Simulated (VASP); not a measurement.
# Be2Se (P6_3/mmc) in VASP: further runs

The runs below take Be2Se through single point, relaxation of cell and atoms, with PBE.

Program: VASP 6.6.1. These are calculated values, not measurements. Logs are shortened: lines on timing, memory, paths and dates and some standing lists are left out, and cuts for length are marked.

## (1) The cell of the first run

Symmetry: P6_3/mmc, No. 194, hexagonal system. The conventional cell has a = 2.845 Å, b = 2.845 Å, c = 11.066 Å, α = 90.00°, β = 90.00°, γ = 120.00°. Be (site symmetry 3m) has 3 Se at 2.13 Å and 1 Be at 2.71 Å within 2.8 Å. Se (site symmetry -6m2) has 6 Be at 2.13 Å within 2.8 Å.

## (2) Single point, PBE

INCAR

```
PREC = Accurate ; ENCUT = 520
EDIFF = 1E-7 ; ISMEAR = 0
SIGMA = 0.1 ; LREAL = F
LASPH = T ; NELM = 60
ALGO = Normal ; ISIF = 2
LWAVE = F ; LCHARG = T
GGA = PE ; LELF = T
LVHAR = T ; NBANDS = 19
```

KPOINTS

```
Automatic mesh
0
Gamma
  6 6 2
```

POSCAR

```
Be2Se
1.0
    2.8450839630      0.0000000000      0.0000000000
   -1.4225419815      2.4639149879      0.0000000000
    0.0000000000      0.0000000000     11.0662099340
Be Se
4 2
Direct
    0.3333333333      0.6666666667      0.6275000000
    0.6666666667      0.3333333333      0.1275000000
    0.3333333333      0.6666666667      0.8725000000
    0.6666666667      0.3333333333      0.3725000000
    0.3333333333      0.6666666667      0.2500000000
    0.6666666667      0.3333333333      0.7500000000
```

Potentials or basis: VASP PAW PBE potentials, release 64 (Be, Se).

Launch:

```bash
> cat potpaw_PBE.64/Be/POTCAR potpaw_PBE.64/Se/POTCAR > POTCAR
> mpirun -np 1 vasp_std > vasp.out
```

OUTCAR:

```text
PREC = Accurate
   ENCUT = 520
   EDIFF = 1E-7
   ISMEAR = 0
   LREAL = F
   LASPH = T
   NELM = 60
   ISIF = 2
   GGA = PE

 ion  position               nearest neighbor table
   1  0.333  0.667  0.627-   6 2.13   6 2.13   6 2.13
   2  0.667  0.333  0.127-   5 2.13   5 2.13   5 2.13
   3  0.333  0.667  0.873-   6 2.13   6 2.13   6 2.13
   4  0.667  0.333  0.373-   5 2.13   5 2.13   5 2.13
   5  0.333  0.667  0.250-   2 2.13   4 2.13   2 2.13   4 2.13   2 2.13   4 2.13
   6  0.667  0.333  0.750-   1 2.13   3 2.13   1 2.13   3 2.13   1 2.13   3 2.13

  LATTYP: Found a hexagonal cell.
 ALAT       =     2.8450839630
 C/A-ratio  =     3.8895899305

  Lattice vectors:

 A1 = (   2.8450839630,   0.0000000000,   0.0000000000)
 A2 = (  -1.4225419815,   2.4639149879,   0.0000000000)
 A3 = (   0.0000000000,   0.0000000000,  11.0662099340)

Analysis of symmetry for initial positions (statically):
=====================================================================
 Subroutine PRICEL returns:
 Original cell was already a primitive cell.

 Routine SETGRP: Setting up the symmetry group for a
 hexagonal supercell.

 Subroutine GETGRP returns: Found 24 space group operations
 (whereof 12 operations were pure point group operations)
 out of a pool of 24 trial point group operations.

The static configuration has the point symmetry D_3d.
 The point group associated with its full space group is D_6h.

Analysis of symmetry for dynamics (positions and initial velocities):
=====================================================================
 Subroutine PRICEL returns:
 Original cell was already a primitive cell.

 Routine SETGRP: Setting up the symmetry group for a
 hexagonal supercell.

 Subroutine GETGRP returns: Found 24 space group operations
 (whereof 12 operations were pure point group operations)
 out of a pool of 24 trial point group operations.

The dynamic configuration has the point symmetry D_3d.
 The point group associated with its full space group is D_6h.

 Subroutine INISYM returns: Found 24 space group operations
 (whereof 12 operations are pure point group operations),
 and found     1 'primitive' translations

----------------------------------------------------------------------------------------

                                     Primitive cell

  volume of cell :      77.5746

  direct lattice vectors                    reciprocal lattice vectors
     2.845083963  0.000000000  0.000000000     0.351483476  0.202929079  0.000000000
    -1.422541981  2.463914988  0.000000000     0.000000000  0.405858159  0.000000000
     0.000000000  0.000000000 11.066209934     0.000000000  0.000000000  0.090365175

  length of vectors
     2.845083963  2.845083963 11.066209934     0.405858159  0.405858159  0.090365175

  position of ions in fractional coordinates (direct lattice)
     0.333333333  0.666666667  0.627500000
     0.666666667  0.333333333  0.127500000
     0.333333333  0.666666667  0.872500000
     0.666666667  0.333333333  0.372500000
     0.333333333  0.666666667  0.250000000
     0.666666667  0.333333333  0.750000000

  ion indices of the primitive-cell ions
   primitive index   ion index
                 1           1
                 2           2
                 3           3
                 4           4
                 5           5
                 6           6

----------------------------------------------------------------------------------------

 KPOINTS: Automatic mesh

Automatic generation of k-mesh.
 Grid dimensions read from file:
 generate k-points for:    6    6    2

 Generating k-lattice:

  Cartesian coordinates                     Fractional coordinates (reciprocal lattice)
     0.058580579  0.033821513  0.000000000     0.166666667 -0.000000000  0.000000000
     0.000000000  0.067643026  0.000000000     0.000000000  0.166666667  0.000000000
     0.000000000  0.000000000  0.045182588     0.000000000  0.000000000  0.500000000

  Length of vectors
     0.067643026  0.067643026  0.045182588

  Shift w.r.t. Gamma in fractional coordinates (k-lattice)
     0.000000000  0.000000000  0.000000000

 Subroutine IBZKPT returns following result:
 ===========================================

 Found     14 irreducible k-points:

 Following reciprocal coordinates:
            Coordinates               Weight
  0.000000  0.000000  0.000000      1.000000
  0.166667 -0.000000  0.000000      6.000000
  0.333333 -0.000000  0.000000      6.000000
  0.500000 -0.000000  0.000000      3.000000
  0.166667  0.166667  0.000000      6.000000
  0.333333  0.166667  0.000000     12.000000
  0.333333  0.333333  0.000000      2.000000
  0.000000  0.000000  0.500000      1.000000
  0.166667 -0.000000  0.500000      6.000000
  0.333333 -0.000000  0.500000      6.000000
  0.500000 -0.000000  0.500000      3.000000
  0.166667  0.166667  0.500000      6.000000
  0.333333  0.166667  0.500000     12.000000
  0.333333  0.333333  0.500000      2.000000
   k-points           NKPTS =     14   k-points in BZ     NKDIM =     14   number of bands    NBANDS=     19
   number of dos      NEDOS =    301   number of ions     NIONS =      6
   total plane-waves  NPLWV =  48384
   dimension x,y,z NGX =    24 NGY =   24 NGZ =   84
   dimension x,y,z NGXF=    48 NGYF=   48 NGZF=  168
   ions per type =               4   2
   NGX,Y,Z   is equivalent  to a cutoff of  14.02, 14.02, 12.62 a.u.
   NGXF,Y,Z  is equivalent  to a cutoff of  28.05, 28.05, 25.24 a.u.
 SYSTEM =  unknown system
   PREC   = accura    normal or accurate (medium, high low for compatibility)
   ISTART =      0    job   : 0-new  1-cont  2-samecut
   ICHARG =      2    charge: 1-file 2-atom 10-const
   ISPIN  =      1    spin polarized calculation?
   LNONCOLLINEAR =      F non collinear calculations
   LSORBIT =      F    spin-orbit coupling
   LASPH  =      T    aspherical Exc in radial PAW
   ENCUT  =  520.0 eV  38.22 Ry    6.18 a.u.   5.29  5.29 20.58*2*pi/ulx,y,z
   NELM   =     60;   NELMIN=  2; NELMDL= -5     # of ELM steps
   EDIFF  = 0.1E-06   stopping-criterion for ELM
   LREAL  =      F    real-space projection
   EDIFFG = 0.1E-05   stopping-criterion for IOM
   NSW    =      0    number of steps for IOM
   IBRION =     -1    ionic relax: 0-MD 1-quasi-New 2-CG
   NFREE  =      0    steps in history (QN), initial steepest desc. (CG)
   ISIF   =      2    stress and relaxation
   ISYM   =      2    0-nonsym 1-usesym 2-fastsym
   POTIM  = 0.5000    time-step for ionic-motion
   TEBEG  =    0.0;   TEEND  =   0.0 temperature during run
   PSTRESS=    0.0 pullay stress
   NELECT =      20.0000    total number of electrons
   NUPDOWN=      -1.0000    fix difference up-down
   EMIN   =  10.00;   EMAX   =-10.00  energy-range for DOS
   EFERMI =   0.00;   METHOD = LEGACY
   ISMEAR =     0;   SIGMA  =   0.10  broadening in eV -4-tet -1-fermi 0-gaus
   EFERMI_NEDOS =   21; number of points for ismear=-14 and -15
   IALGO  =     38    algorithm
   IMIX   =      4    mixing-type and parameters
     AMIX     =   0.40;   BMIX     =  1.00
     AMIX_MAG =   1.60;   BMIX_MAG =  1.00
  volume/ion in A,a.u.               =      12.93        87.25
  Fermi-wavevector in a.u.,A,eV,Ry     =   1.041945  1.968991 14.771165  1.085650
  Thomas-Fermi vector in A             =   2.176589
   LORBIT       =      0    0 simple, 1 ext, 2 COOP (PROOUT), +10 PAW based schemes
   GGA     = PE    functional components
   LHFCALC =     F    Hartree Fock is set to
   AEXX    =    0.0000 exact exchange contribution
   IVDW    =     0    specifies the selected vdW correction
   LEPSILON=     F    determine dielectric tensor
   LRPA    =     F    only Hartree local field effects (RPA)
 non-spin polarized calculation
 Gauss-broadening in eV      SIGMA  =   0.10
  energy-cutoff  :      520.00
  volume of cell :       77.57
 maximum number of plane-waves:      2107
 NGX is ok and might be reduce to    24
   NGX = 11   NGY = 11   NGZ = 41

 number of electron      19.9999999 magnetization

 Free energy of the ion-electron system (eV)
  ---------------------------------------------------
  ext. energy  EPLUGINS =         0.00000000
  ---------------------------------------------------
  free energy    TOTEN  =       -14.61514162 eV

  energy without entropy =      -14.59468666  energy(sigma->0) =      -14.60491414

 E-fermi :   6.1650     XC(G=0): -10.0772

 val. band max:        6.0735444726   @ k =   0.1667  -0.0000   0.0000
 cond. band min:       6.1672815777   @ k =   0.1667  -0.0000   0.0000
 fundamental gap:      0.0937371051
 Fermi energy:         6.1650290237

 k-point     1 :       0.0000    0.0000    0.0000
  band No.  band energies     occupation
      1     -12.3183      2.00000
      2     -12.3061      2.00000
      3      -3.2445      2.00000
      4      -2.7606      2.00000
      5       1.2700      2.00000
      6       3.7671      2.00000
[... 11 lines left out ...]
     18      14.3081      0.00000
     19      14.3102      0.00000

 k-point     2 :       0.1667   -0.0000    0.0000
  band No.  band energies     occupation
      1     -11.7201      2.00000
      2     -11.7077      2.00000
      3      -2.7312      2.00000
      4      -2.2637      2.00000
      5       1.8274      2.00000
      6       3.6585      2.00000
[... 11 lines left out ...]
     18      13.4879      0.00000
     19      14.8184      0.00000

 k-point     3 :       0.3333   -0.0000    0.0000
  band No.  band energies     occupation
      1     -10.0254      2.00000
      2     -10.0135      2.00000
      3      -1.3053      2.00000
      4      -1.2700      2.00000
      5      -1.2491      2.00000
      6      -0.9195      2.00000
[... 214 lines left out ...]
      1      -8.6152      2.00000
      2      -8.6152      2.00000
      3      -2.8148      2.00000
      4      -2.8148      2.00000
      5      -0.0153      2.00000
      6      -0.0153      2.00000
[... 11 lines left out ...]
     18      11.6902      0.00000
     19      13.5263      0.00000

 k-point    14 :       0.3333    0.3333    0.5000
  band No.  band energies     occupation
      1      -7.5970      2.00000
      2      -7.5970      2.00000
      3      -2.6235      2.00000
      4      -2.6235      2.00000
      5      -1.7298      2.00000
      6      -1.7298      2.00000
[... 11 lines left out ...]
     18      10.5416      0.00000
     19      12.7804      0.00000

------------------------ aborting loop because EDIFF is reached ----------------------------------------

  FORCE on cell =-STRESS in cart. coord.  units (eV):
  Direction    XX          YY          ZZ          XY          YZ          ZX
  --------------------------------------------------------------------------------------
  -------------------------------------------------------------------------------------
  Total       22.2641231     22.2641231      1.3555190      0.0000000      0.0000000      0.0000000
  in kB      459.8291136    459.8291136     27.9960324      0.0000000      0.0000000      0.0000000
  external PRESSURE =     315.8847532 kB  Pullay stress =       0.0000000 kB

 VOLUME and BASIS-vectors are now :
 -----------------------------------------------------------------------------
  energy-cutoff  :      520.00
  volume of cell :       77.57
      direct lattice vectors                 reciprocal lattice vectors
     2.845083963  0.000000000  0.000000000     0.351483476  0.202929079  0.000000000
    -1.422541981  2.463914988  0.000000000     0.000000000  0.405858159  0.000000000
     0.000000000  0.000000000 11.066209934     0.000000000  0.000000000  0.090365175

 POSITION                                       TOTAL-FORCE (eV/Angst)
 -----------------------------------------------------------------------------------
     -0.00000      1.64261      6.94405        -0.000000      0.000000     -2.165597
      1.42254      0.82130      1.41094         0.000000      0.000000     -2.165597
     -0.00000      1.64261      9.65527        -0.000000     -0.000000      2.165597
      1.42254      0.82130      4.12216         0.000000     -0.000000      2.165597
     -0.00000      1.64261      2.76655         0.000000      0.000000     -0.000000
      1.42254      0.82130      8.29966        -0.000000      0.000000     -0.000000
 -----------------------------------------------------------------------------------
    total drift:                               -0.000000      0.000000     -0.000000

  FREE ENERGIE OF THE ION-ELECTRON SYSTEM (eV)
  ---------------------------------------------------
  free  energy   TOTEN  =       -14.6151416178 eV

  energy  without entropy=      -14.5946866625  energy(sigma->0) =      -14.60491414
```

Run time: 14 s. Hardware: 1 thread of Intel Xeon 6975P-C (Granite Rapids), shared host; peak memory 0.2 GiB.

What came out:

| Property | Result |
| --- | --- |
| Free energy | -14.6151 eV |
| Pressure | 31.6 GPa |
| Largest force | 2.166 eV/Å |
| Band gap on the k mesh | zero (band 10 reaches 7.40 eV, above the bottom of band 11 at 6.17 eV) |

Forces on the atoms (eV/Å):
```
Be   0.000  0.000 -2.166
Be   0.000  0.000 -2.166
Be   0.000  0.000  2.166
Be   0.000  0.000  2.166
Se   0.000  0.000  0.000
Se   0.000  0.000  0.000
```

Stress tensor (GPa, compression positive):
```
45.98  0.00  0.00
 0.00 45.98  0.00
 0.00  0.00  2.80
```

Levels at points of the mesh, in eV from the Fermi level:
```tsv
k point	band 7	band 8	band 9	band 10	band 11	band 12	band 13	band 14
(0.00, 0.00, 0.00)	-0.59	1.21	1.21	1.23	1.23	3.64	7.18	7.18
(0.50, 0.00, 0.00)	-2.34	-2.31	-1.25	-0.80	0.45	0.60	2.61	2.84
(0.00, 0.00, 0.50)	1.22	1.22	1.22	1.22	1.60	1.60	7.18	7.18
(0.50, 0.00, 0.50)	-2.33	-2.33	-1.16	-1.16	1.28	1.28	1.70	1.70
```

Caveat: the k points lie up to 0.43 Å⁻¹ apart; forces of over 1 eV/Å act on the atoms, so gaps and moduli don't describe the material at rest.

## (3) Single point, PBE

This run uses another cell than the first one, of 14.03 Å³/atom, 1.085 times its volume.

INCAR

```
ALGO = Normal ; EDIFF = 1E-7
ENCUT = 520 ; GGA = PE
ISIF = 2 ; ISMEAR = 0
LASPH = T ; LCHARG = F
LREAL = F ; LWAVE = F
NBANDS = 19 ; NELM = 80
PREC = Accurate ; SIGMA = 0.1
```

KPOINTS

```
k-points
0
Gamma
  6 6 2
```

POSCAR

```
Be2Se
1.0
    3.4215257036      0.0000000000      0.0000000000
   -1.7107628518      2.9631281790      0.0000000000
    0.0000000000      0.0000000000      8.3032317657
Be Se
4 2
Direct
    0.3333333333      0.6666666667      0.5817024113
    0.6666666667      0.3333333333      0.0817024113
    0.3333333333      0.6666666667      0.9182975887
    0.6666666667      0.3333333333      0.4182975887
    0.3333333333      0.6666666667      0.2500000000
    0.6666666667      0.3333333333      0.7500000000
```

Potentials or basis: VASP PAW PBE potentials, release 64 (Be, Se).

Launch:

```bash
> cat potpaw_PBE.64/Be/POTCAR potpaw_PBE.64/Se/POTCAR > POTCAR
> mpirun -np 1 vasp_std > vasp.out
```

Run time: 12 s. Hardware: 1 thread of Intel Xeon 6975P-C (Granite Rapids), shared host; peak memory 0.2 GiB.

It converged, with:

| Quantity | Value |
| --- | --- |
| Free energy | -19.9658 eV |
| Pressure | 0.2 GPa |
| Largest force | 0.008 eV/Å |
| Band gap on the k mesh | zero (band 10 reaches 7.69 eV, above the bottom of band 11 at 5.17 eV) |

Forces in eV/Å, atoms in the order of the input:
```
Be   0.000  0.000 -0.008
Be   0.000  0.000 -0.008
Be   0.000  0.000  0.008
Be   0.000  0.000  0.008
Se   0.000  0.000  0.000
Se   0.000  0.000  0.000
```

Levels at points of the mesh, in eV from the Fermi level:
```csv
k point,band 6,band 7,band 8,band 9,band 10,band 11,band 12,band 13,band 14,band 15
"(0.00, 0.00, 0.00)",-2.21,-2.21,-1.74,-1.74,1.60,2.11,2.21,3.09,3.09,3.95
"(0.50, 0.00, 0.00)",-5.97,-4.05,-3.34,-1.70,-1.58,-0.92,0.60,0.86,1.98,2.03
"(0.00, 0.00, 0.50)",-2.00,-2.00,-2.00,-1.46,-1.46,2.19,2.19,3.52,3.52,3.52
"(0.50, 0.00, 0.50)",-6.12,-3.74,-3.74,-2.56,-2.56,1.55,1.55,1.76,1.76,2.20
```

Caveat: the k points lie up to 0.38 Å⁻¹ apart.

[end of part 1 of 2]
